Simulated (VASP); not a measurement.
The system is TiSe.

```
Ti Se
1.0
     3.40340    0.00000    0.00000
     0.00000    3.40340    0.00000
     0.00000    0.00000    3.40340
Ti Se
1 1
Direct
  0.00000 0.00000 0.00000
  0.50000 0.50000 0.50000
```

Base run:

- Program: VASP 6.6.1
- Functional: PBE
- Potentials or basis: VASP PAW PBE potentials, release 64 (Ti_sv, Se)
- Cutoff: 500 eV
- k mesh: 6 × 6 × 6
- Occupations: gaussian, width 0.05 eV
- Spin: collinear spin, ferrimagnetic start
- Starting moments: [1.94, -0.1] μB
- Hubbard terms: Ti d U = 7.0 eV

Its results: pressure 6.5 GPa; net moment 2.00 μB per cell.

Q: The run is repeated on the same cell with these changes: spin from collinear spin, ferrimagnetic start to collinear spin, zero start; moments at the start from [1.94, -0.1] to [0.0, 0.0]. What comes out?

A: Pressure -7.8 GPa; net moment 0.00 μB per cell.
